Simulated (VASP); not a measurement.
# Ru2F (P-1) in VASP: single point with PBE

Aim: the single point of Ru2F with PBE.

Program: VASP 6.6.1. These are calculated values, not measurements. Logs are shortened: lines on timing, memory, paths and dates and some standing lists are left out, and cuts for length are marked.

**1. The cell of the first run**

The typed cell holds 6 atoms: a = 2.649 Å, b = 4.790 Å, c = 6.426 Å, α = 76.81°, β = 87.42°, γ = 88.52°.

**2. Single point, PBE**

Input file INCAR:

```
SYSTEM = Ru2F
PREC = Accurate
ENCUT = 520
EDIFF = 1E-6
ISMEAR = 0
SIGMA = 0.1
LREAL = .FALSE.
LASPH = .TRUE.
NELM = 80
ALGO = Normal
ISIF = 2
LWAVE = .FALSE.
LCHARG = .FALSE.
GGA = PE
NBANDS = 44
```

Input file KPOINTS:

```
Automatic mesh
0
G
  6 4 4
  0 0 0
```

Input file POSCAR:

```
Ru2F
1.0
    2.6491615716      0.0000000000      0.0000000000
    0.1238818251      4.7881540552      0.0000000000
    0.2887916460      1.4597974433      6.2515026090
Ru F
4 2
Direct
    0.2467409613      0.2011485504      0.9018613171
    0.7463937139      0.7776745759      0.4566468739
    0.7532590387      0.7988514496      0.0981386829
    0.2536062861      0.2223254241      0.5433531261
    0.7539282157      0.6071227532      0.8226038810
    0.2460717843      0.3928772468      0.1773961190
```

Potentials or basis: VASP PAW PBE potentials, release 64 (Ru_pv, F).

Launch:

```console
$ cat potpaw_PBE.64/Ru_pv/POTCAR potpaw_PBE.64/F/POTCAR > POTCAR
$ mpirun -np 1 vasp_std > vasp.out
```

OUTCAR:

```text
SYSTEM = Ru2F
   PREC = Accurate
   ENCUT = 520
   EDIFF = 1E-6
   ISMEAR = 0
   LREAL = .FALSE.
   LASPH = .TRUE.
   NELM = 80
   ISIF = 2
   GGA = PE

 ion  position               nearest neighbor table
   1  0.247  0.201  0.902-   6 2.17   4 2.28   5 2.29   5 2.34   3 2.43   3 2.45
   2  0.746  0.778  0.457-   3 2.28   5 2.31   4 2.62   4 2.72   4 2.90   4 2.92
   3  0.753  0.799  0.098-   5 2.17   2 2.28   6 2.29   6 2.34   1 2.43   1 2.45
   4  0.254  0.222  0.543-   1 2.28   6 2.31   2 2.62   2 2.72   2 2.90   2 2.92
   5  0.754  0.607  0.823-   3 2.17   1 2.29   2 2.31   1 2.34
   6  0.246  0.393  0.177-   1 2.17   3 2.29   4 2.31   3 2.34

  LATTYP: Found a triclinic cell.
 ALAT       =     2.6491615716
 B/A-ratio  =     2.0433886788
 C/A-ratio  =     2.6650011348
 COS(alpha) =     0.0112361024
 COS(beta)  =     0.4161395864
 COS(gamma) =     0.4664983007

  Lattice vectors:

 A1 = (  -2.6491615716,   0.0000000000,   0.0000000000)
 A2 = (  -2.5252797465,   4.7881540552,   0.0000000000)
 A3 = (  -2.9379532176,  -1.4597974433,  -6.2515026090)

Analysis of symmetry for initial positions (statically):
=====================================================================
 Subroutine PRICEL returns:
 Original cell was already a primitive cell.

 Routine SETGRP: Setting up the symmetry group for a
 triclinic supercell.

 Subroutine GETGRP returns: Found  2 space group operations
 (whereof  2 operations were pure point group operations)
 out of a pool of  2 trial point group operations.

The static configuration has the point symmetry S_2 .

Analysis of symmetry for dynamics (positions and initial velocities):
=====================================================================
 Subroutine PRICEL returns:
 Original cell was already a primitive cell.

 Routine SETGRP: Setting up the symmetry group for a
 triclinic supercell.

 Subroutine GETGRP returns: Found  2 space group operations
 (whereof  2 operations were pure point group operations)
 out of a pool of  2 trial point group operations.

The dynamic configuration has the point symmetry S_2 .

 Subroutine INISYM returns: Found  2 space group operations
 (whereof  2 operations are pure point group operations),
 and found     1 'primitive' translations

----------------------------------------------------------------------------------------

                                     Primitive cell

  volume of cell :      79.2978

  direct lattice vectors                    reciprocal lattice vectors
     2.649161572  0.000000000  0.000000000     0.377477920 -0.009766322 -0.015157255
     0.123881825  4.788154055  0.000000000     0.000000000  0.208848752 -0.048768575
     0.288791646  1.459797443  6.251502609     0.000000000  0.000000000  0.159961542

  length of vectors
     2.649161572  4.789756357  6.426172583     0.377908327  0.214467189  0.159961542

  position of ions in fractional coordinates (direct lattice)
     0.246740961  0.201148550  0.901861317
     0.746393714  0.777674576  0.456646874
     0.753259039  0.798851450  0.098138683
     0.253606286  0.222325424  0.543353126
     0.753928216  0.607122753  0.822603881
     0.246071784  0.392877247  0.177396119

  ion indices of the primitive-cell ions
   primitive index   ion index
                 1           1
                 2           2
                 3           3
                 4           4
                 5           5
                 6           6

----------------------------------------------------------------------------------------

 KPOINTS: Automatic mesh

Automatic generation of k-mesh.
 Grid dimensions read from file:
 generate k-points for:    6    4    4

 Generating k-lattice:

  Cartesian coordinates                     Fractional coordinates (reciprocal lattice)
     0.062912987 -0.001627720 -0.002526209     0.166666667  0.000000000 -0.000000000
     0.000000000  0.052212188 -0.012192144     0.000000000  0.250000000  0.000000000
     0.000000000  0.000000000  0.039990386     0.000000000  0.000000000  0.250000000

  Length of vectors
     0.062984721  0.053616797  0.039990386

  Shift w.r.t. Gamma in fractional coordinates (k-lattice)
     0.000000000  0.000000000  0.000000000

 Subroutine IBZKPT returns following result:
 ===========================================

 Found     52 irreducible k-points:

 Following reciprocal coordinates:
            Coordinates               Weight
  0.000000  0.000000  0.000000      1.000000
  0.166667  0.000000  0.000000      2.000000
  0.333333  0.000000  0.000000      2.000000
  0.500000  0.000000  0.000000      1.000000
  0.000000  0.250000  0.000000      2.000000
  0.166667  0.250000  0.000000      2.000000
[... 16 lines left out ...]
  0.333333  0.250000  0.250000      2.000000
  0.500000  0.250000  0.250000      2.000000
 [... further k-points ...]
   k-points           NKPTS =     52   k-points in BZ     NKDIM =     52   number of bands    NBANDS=     44
   number of dos      NEDOS =    301   number of ions     NIONS =      6
   total plane-waves  NPLWV =  34560
   dimension x,y,z NGX =    20 NGY =   36 NGZ =   48
   dimension x,y,z NGXF=    40 NGYF=   72 NGZF=   96
   ions per type =               4   2
   NGX,Y,Z   is equivalent  to a cutoff of  12.55, 12.50, 12.42 a.u.
   NGXF,Y,Z  is equivalent  to a cutoff of  25.10, 24.99, 24.84 a.u.
 SYSTEM =  Ru2F
   PREC   = accura    normal or accurate (medium, high low for compatibility)
   ISTART =      0    job   : 0-new  1-cont  2-samecut
   ICHARG =      2    charge: 1-file 2-atom 10-const
   ISPIN  =      1    spin polarized calculation?
   LNONCOLLINEAR =      F non collinear calculations
   LSORBIT =      F    spin-orbit coupling
   LASPH  =      T    aspherical Exc in radial PAW
   ENCUT  =  520.0 eV  38.22 Ry    6.18 a.u.   4.93  8.91 11.95*2*pi/ulx,y,z
   NELM   =     80;   NELMIN=  2; NELMDL= -5     # of ELM steps
   EDIFF  = 0.1E-05   stopping-criterion for ELM
   LREAL  =      F    real-space projection
   EDIFFG = 0.1E-04   stopping-criterion for IOM
   NSW    =      0    number of steps for IOM
   IBRION =     -1    ionic relax: 0-MD 1-quasi-New 2-CG
   NFREE  =      0    steps in history (QN), initial steepest desc. (CG)
   ISIF   =      2    stress and relaxation
   ISYM   =      2    0-nonsym 1-usesym 2-fastsym
   POTIM  = 0.5000    time-step for ionic-motion
   TEBEG  =    0.0;   TEEND  =   0.0 temperature during run
   PSTRESS=    0.0 pullay stress
   NELECT =      70.0000    total number of electrons
   NUPDOWN=      -1.0000    fix difference up-down
   EMIN   =  10.00;   EMAX   =-10.00  energy-range for DOS
   EFERMI =   0.00;   METHOD = LEGACY
   ISMEAR =     0;   SIGMA  =   0.10  broadening in eV -4-tet -1-fermi 0-gaus
   EFERMI_NEDOS =   21; number of points for ismear=-14 and -15
   IALGO  =     38    algorithm
   IMIX   =      4    mixing-type and parameters
     AMIX     =   0.40;   BMIX     =  1.00
     AMIX_MAG =   1.60;   BMIX_MAG =  1.00
  volume/ion in A,a.u.               =      13.22        89.19
  Fermi-wavevector in a.u.,A,eV,Ry     =   1.570437  2.967696 33.555673  2.466272
  Thomas-Fermi vector in A             =   2.672170
   LORBIT       =      0    0 simple, 1 ext, 2 COOP (PROOUT), +10 PAW based schemes
   GGA     = PE    functional components
   LHFCALC =     F    Hartree Fock is set to
   AEXX    =    0.0000 exact exchange contribution
   IVDW    =     0    specifies the selected vdW correction
   LEPSILON=     F    determine dielectric tensor
   LRPA    =     F    only Hartree local field effects (RPA)
 non-spin polarized calculation
 Gauss-broadening in eV      SIGMA  =   0.10
  energy-cutoff  :      520.00
  volume of cell :       79.30
 maximum number of plane-waves:      2155
   NGX =  9   NGY = 17   NGZ = 23

 number of electron      69.9999994 magnetization

 Free energy of the ion-electron system (eV)
  ---------------------------------------------------
  ext. energy  EPLUGINS =         0.00000000
  ---------------------------------------------------
  free energy    TOTEN  =       -41.05060519 eV

  energy without entropy =      -41.02365662  energy(sigma->0) =      -41.03713090

 E-fermi :   9.0427     XC(G=0): -12.6175

 val. band max:        9.0259446601   @ k =  -0.3333   0.5000   0.2500
 cond. band min:       9.0463188620   @ k =   0.0000   0.5000   0.5000
 fundamental gap:      0.0203742019
 Fermi energy:         9.0427155988

 k-point     1 :       0.0000    0.0000    0.0000
  band No.  band energies     occupation
      1     -34.8846      2.00000
      2     -34.7148      2.00000
      3     -34.4825      2.00000
      4     -33.9640      2.00000
      5     -33.9503      2.00000
      6     -33.9373      2.00000
[... 36 lines left out ...]
     43      12.6381      0.00000
     44      13.2020      0.00000

 k-point     2 :       0.1667    0.0000    0.0000
  band No.  band energies     occupation
      1     -34.8468      2.00000
      2     -34.6973      2.00000
      3     -34.4658      2.00000
      4     -34.1951      2.00000
      5     -33.9105      2.00000
      6     -33.8719      2.00000
[... 36 lines left out ...]
     43      13.4555      0.00000
     44      14.6031      0.00000

 k-point     3 :       0.3333    0.0000    0.0000
  band No.  band energies     occupation
      1     -34.7882      2.00000
      2     -34.6921      2.00000
      3     -34.4931      2.00000
      4     -34.4451      2.00000
      5     -34.0582      2.00000
      6     -33.9192      2.00000
[... 36 lines left out ...]
     43      14.2294      0.00000
     44      17.3399      0.00000

 k-point     4 :       0.5000    0.0000    0.0000
  band No.  band energies     occupation
      1     -34.7716      2.00000
      2     -34.7656      2.00000
      3     -34.5377      2.00000
      4     -34.4975      2.00000
      5     -34.0438      2.00000
      6     -34.0319      2.00000
[... 882 lines left out ...]
     43      13.2375      0.00000
     44      14.4106      0.00000

 k-point    23 :       0.3333    0.2500    0.2500
  band No.  band energies     occupation
      1     -34.7843      2.00000
      2     -34.6895      2.00000
      3     -34.4930      2.00000
      4     -34.4539      2.00000
      5     -34.0656      2.00000
      6     -33.9665      2.00000
[... 36 lines left out ...]
     43      14.3459      0.00000
     44      16.2879      0.00000

 k-point    24 :       0.5000    0.2500    0.2500
  band No.  band energies     occupation
      1     -34.7672      2.00000
      2     -34.7622      2.00000
      3     -34.5418      2.00000
      4     -34.5066      2.00000
      5     -34.0792      2.00000
      6     -34.0604      2.00000
[... 36 lines left out ...]
     43      15.8589      0.00000
     44      15.9635      0.00000

 [... further k-points ...]

------------------------ aborting loop because EDIFF is reached ----------------------------------------

  FORCE on cell =-STRESS in cart. coord.  units (eV):
  Direction    XX          YY          ZZ          XY          YZ          ZX
  --------------------------------------------------------------------------------------
  -------------------------------------------------------------------------------------
  Total        2.7999446      2.4835352      1.3768632     -0.8910676      1.7794033     -1.1408362
  in kB       56.5716760     50.1787598     27.8189288    -18.0036371     35.9520771    -23.0501052
  external PRESSURE =      44.8564549 kB  Pullay stress =       0.0000000 kB

 VOLUME and BASIS-vectors are now :
 -----------------------------------------------------------------------------
  energy-cutoff  :      520.00
  volume of cell :       79.30
      direct lattice vectors                 reciprocal lattice vectors
     2.649161572  0.000000000  0.000000000     0.377477920 -0.009766322 -0.015157255
     0.123881825  4.788154055  0.000000000     0.000000000  0.208848752 -0.048768575
     0.288791646  1.459797443  6.251502609     0.000000000  0.000000000  0.159961542

 POSITION                                       TOTAL-FORCE (eV/Angst)
 -----------------------------------------------------------------------------------
      0.93903      2.27967      5.63799        -0.015816     -0.183424      0.453603
      2.20553      4.39024      2.85473         0.040186      0.167797      0.291583
      2.12281      3.96829      0.61351         0.015816      0.183424     -0.453603
      0.85630      1.85771      3.39677        -0.040186     -0.167797     -0.291583
      2.31005      4.10783      5.14251         0.011594     -0.011626     -0.034912
      0.75178      2.14012      1.10899        -0.011594      0.011626      0.034912
 -----------------------------------------------------------------------------------
    total drift:                               -0.000000      0.000000     -0.000000

  FREE ENERGIE OF THE ION-ELECTRON SYSTEM (eV)
  ---------------------------------------------------
  free  energy   TOTEN  =       -41.0506051942 eV

  energy  without entropy=      -41.0236566158  energy(sigma->0) =      -41.03713090
```

It took 2.5 min on 1 thread of Intel Xeon 8259CL, shared host; peak memory 0.23 GiB.

Results:

* Free energy: -41.0506 eV
* Pressure: 4.5 GPa
* Largest force: 0.490 eV/Å
* Band gap on the k mesh: zero (bands 35 and 36 overlap by 1.64 eV)

Forces in eV/Å, atoms in the order of the input:
```
Ru  -0.016 -0.183  0.454
Ru   0.040  0.168  0.292
Ru   0.016  0.183 -0.454
Ru  -0.040 -0.168 -0.292
F    0.012 -0.012 -0.035
F   -0.012  0.012  0.035
```

Caveat: the k points lie up to 0.40 Å⁻¹ apart, too coarse for converged energies and pressures of a metal.

The gap in the log of VASP goes by the Fermi energy; the results here count the filled bands.